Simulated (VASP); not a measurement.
# Li (Pm-3m) in VASP: a series of runs, part 2 of 2

VASP 6.6.1.

## (4) Single point, PBE (19.62 Å³/atom)

This run uses another cell than the first one, of 19.62 Å³/atom.

Input file INCAR:

```
ALGO = Normal
EDIFF = 1E-6
ENCUT = 520
GGA = PE
ISIF = 2
ISMEAR = -1
LASPH = True
LCHARG = False
LREAL = False
LWAVE = False
NBANDS = 8
NELM = 60
PREC = Accurate
SIGMA = 0.1
```

Input file KPOINTS:

```
k-points
0
Gamma
  19 19 19
```

Input file POSCAR:

```
Li
1.0
    2.6971007041      0.0000000000      0.0000000000
    0.0000000000      2.6971007041      0.0000000000
    0.0000000000      0.0000000000      2.6971007041
Li
1
Direct
    0.0000000000      0.0000000000      0.0000000000
```

Run with:

```console
$ cat potpaw_PBE.64/Li_sv/POTCAR > POTCAR
$ mpirun -np 1 vasp_std > vasp.out
```

Wall time 6.6 s (1 thread of Intel Xeon 6975P-C (Granite Rapids), shared host); peak memory 0.13 GiB.

The run converged. Its results:

```yaml
Free_energy: -1.7909 eV
Band_gap_on_the_k_mesh: zero (an odd number of electrons rules out a gap without spin polarisation)
```

Levels at points of the mesh, in eV from the Fermi level:
| k point | band 1 | band 2 | band 3 | band 4 | band 5 | band 6 | band 7 |
| --- | --- | --- | --- | --- | --- | --- | --- |
| (0.00, 0.00, 0.00) | -46.74 | -3.53 | 12.27 | 12.27 | 12.27 | 14.69 | 14.69 |

Caveat: the cutoff is under 1.25 times the usual one of these potentials, so pressure, stress and relaxed cells hold a basis-set (Pulay) error.

## (5) Single point, PBE

This run uses another cell than the first one, of 20.44 Å³/atom.

Input file INCAR:

```
PREC = Accurate
ENCUT = 520
EDIFF = 1E-7
ISMEAR = -1
SIGMA = 0.1
LREAL = F
LASPH = T
NELM = 80
ALGO = Normal
ISIF = 2
LWAVE = F
LCHARG = T
GGA = PE
LELF = T
LVHAR = T
NBANDS = 8
```

Input file KPOINTS:

```
regular mesh
0
Gamma
  19 19 19
```

Input file POSCAR:

```
Li
1.0
    2.7340518807      0.0000000000      0.0000000000
    0.0000000000      2.7340518807      0.0000000000
    0.0000000000      0.0000000000      2.7340518807
Li
1
Direct
    0.0000000000      0.0000000000      0.0000000000
```

Run with:

```console
$ cat potpaw_PBE.64/Li_sv/POTCAR > POTCAR
$ mpirun -np 1 vasp_std > vasp.out
```

Wall time 7.7 s (1 thread of Intel Xeon 6975P-C (Granite Rapids), shared host); peak memory 0.13 GiB.

It converged, with:

```yaml
Free_energy: -1.7924 eV
Band_gap_on_the_k_mesh: zero (an odd number of electrons rules out a gap without spin polarisation)
```

Levels at points of the mesh, in eV from the Fermi level:
| k point | band 1 | band 2 | band 3 | band 4 | band 5 | band 6 |
| --- | --- | --- | --- | --- | --- | --- |
| (0.00, 0.00, 0.00) | -46.79 | -3.48 | 11.94 | 11.94 | 11.94 | 14.32 |

Caveat: the cutoff is under 1.25 times the usual one of these potentials, so pressure, stress and relaxed cells hold a basis-set (Pulay) error.

## (6) Single point, PBE (21.25 Å³/atom)

This run uses another cell than the first one, of 21.25 Å³/atom.

Input file INCAR:

```
SYSTEM = Li
PREC = Accurate ; ENCUT = 520
EDIFF = 1E-7 ; ISMEAR = -1
SIGMA = 0.1 ; LREAL = .FALSE.
LASPH = .TRUE. ; NELM = 80
ALGO = Normal ; ISIF = 2
LWAVE = .FALSE. ; LCHARG = .TRUE.
GGA = PE ; LELF = .TRUE.
LVHAR = .TRUE. ; NBANDS = 8
```

Input file KPOINTS:

```
regular mesh
0
G
  19 19 19
  0 0 0
```

Input file POSCAR:

```
Li
1.0
    2.7700303735      0.0000000000      0.0000000000
    0.0000000000      2.7700303735      0.0000000000
    0.0000000000      0.0000000000      2.7700303735
Li
1
Direct
    0.0000000000      0.0000000000      0.0000000000
```

Potentials or basis: VASP PAW PBE potentials, release 64 (Li_sv).

Run with:

```console
$ cat potpaw_PBE.64/Li_sv/POTCAR > POTCAR
$ mpirun -np 1 vasp_std > vasp.out
```

OUTCAR:

```text
SYSTEM = Li
   PREC = Accurate
   ENCUT = 520
   EDIFF = 1E-7
   ISMEAR = -1
   LREAL = .FALSE.
   LASPH = .TRUE.
   NELM = 80
   ISIF = 2
   GGA = PE

 ion  position               nearest neighbor table
   1  0.000  0.000  0.000-

  LATTYP: Found a simple cubic cell.
 ALAT       =     2.7700303735

  Lattice vectors:

 A1 = (   2.7700303735,   0.0000000000,   0.0000000000)
 A2 = (   0.0000000000,   2.7700303735,   0.0000000000)
 A3 = (   0.0000000000,   0.0000000000,   2.7700303735)

Analysis of symmetry for initial positions (statically):
=====================================================================
 Subroutine PRICEL returns:
 Original cell was already a primitive cell.

 Routine SETGRP: Setting up the symmetry group for a
 simple cubic supercell.

 Subroutine GETGRP returns: Found 48 space group operations
 (whereof 48 operations were pure point group operations)
 out of a pool of 48 trial point group operations.

The static configuration has the point symmetry O_h .

Analysis of symmetry for dynamics (positions and initial velocities):
=====================================================================
 Subroutine PRICEL returns:
[... 154 lines left out ...]

 E-fermi :   0.4623     XC(G=0):  -6.9270

 val. band max:        0.4108772700   @ k =   0.4737   0.1579   0.1053
 cond. band min:       0.4635193429   @ k =   0.3684   0.2632   0.1579
 fundamental gap:      0.0526420729
 Fermi energy:         0.4623425726

 k-point     1 :       0.0000    0.0000    0.0000
  band No.  band energies     occupation
      1     -46.3863      2.00000
      2      -2.9718      2.00000
      3      12.0808      0.00000
      4      12.0808      0.00000
      5      12.0808      0.00000
      6      14.4276      0.00000
      7      14.4276      0.00000
      8      20.3201      0.00000
[... 243 lines left out ...]
 k-point    24 :       0.3158    0.1053    0.0000
  band No.  band energies     occupation
      1     -46.3716      2.00000
      2      -1.3741      2.00000
      3       4.8890      0.00000
      4      11.8613      0.00000
      5      13.8533      0.00000
      6      17.3966      0.00000
      7      18.1774      0.00000
      8      21.6350      0.00000

 [... further k-points ...]
[... 5 lines left out ...]
  --------------------------------------------------------------------------------------
  -------------------------------------------------------------------------------------
  Total       -0.0715409     -0.0715409     -0.0715409     -0.0000000     -0.0000000     -0.0000000
  in kB       -5.3927643     -5.3927643     -5.3927643     -0.0000000     -0.0000000     -0.0000000
  external PRESSURE =      -5.3927643 kB  Pullay stress =       0.0000000 kB

 VOLUME and BASIS-vectors are now :
 -----------------------------------------------------------------------------
  energy-cutoff  :      520.00
  volume of cell :       21.25
      direct lattice vectors                 reciprocal lattice vectors
     2.770030374  0.000000000  0.000000000     0.361006872  0.000000000  0.000000000
     0.000000000  2.770030374  0.000000000     0.000000000  0.361006872  0.000000000
     0.000000000  0.000000000  2.770030374     0.000000000  0.000000000  0.361006872

 POSITION                                       TOTAL-FORCE (eV/Angst)
 -----------------------------------------------------------------------------------
      0.00000      0.00000      0.00000         0.000000      0.000000      0.000000
 -----------------------------------------------------------------------------------
    total drift:                                0.000000     -0.000000      0.000000

  FREE ENERGIE OF THE ION-ELECTRON SYSTEM (eV)
  ---------------------------------------------------
  free  energy   TOTEN  =        -1.7913452766 eV

  energy  without entropy=       -1.7782098646  energy(sigma->0) =       -1.78477757
```

Wall time 7.9 s (1 thread of Intel Xeon 6975P-C (Granite Rapids), shared host); peak memory 0.15 GiB.

What came out:

| Quantity | Value |
| --- | --- |
| Free energy | -1.7913 eV |
| Band gap on the k mesh | zero (an odd number of electrons rules out a gap without spin polarisation) |

Levels at points of the mesh, in eV from the Fermi level:
| k point | band 1 | band 2 | band 3 | band 4 | band 5 | band 6 |
| --- | --- | --- | --- | --- | --- | --- |
| (0.00, 0.00, 0.00) | -46.85 | -3.43 | 11.62 | 11.62 | 11.62 | 13.97 |

Caveat: the cutoff is under 1.25 times the usual one of these potentials, so pressure, stress and relaxed cells hold a basis-set (Pulay) error.

## (7) Overview

| cell | gap on the mesh (eV) |
| --- | --- |
| a = 2.620 Å, 1 atom | none |
| a = 2.659 Å, 1 atom | none |
| a = 2.697 Å, 1 atom | none |
| a = 2.734 Å, 1 atom | none |
| a = 2.770 Å, 1 atom | none |

Alike in all rows: task single point; level PBE; potentials or basis VASP PAW PBE potentials, release 64 (Li_sv); no spin polarisation; k mesh 19 × 19 × 19; cutoff (eV) 520; smearing fermi-dirac 0.1 eV.

Caveats: the cutoff is under 1.25 times the usual one of these potentials, so pressure, stress and relaxed cells hold a basis-set (Pulay) error.

Absolute energies hang on the potentials; compare differences alone.
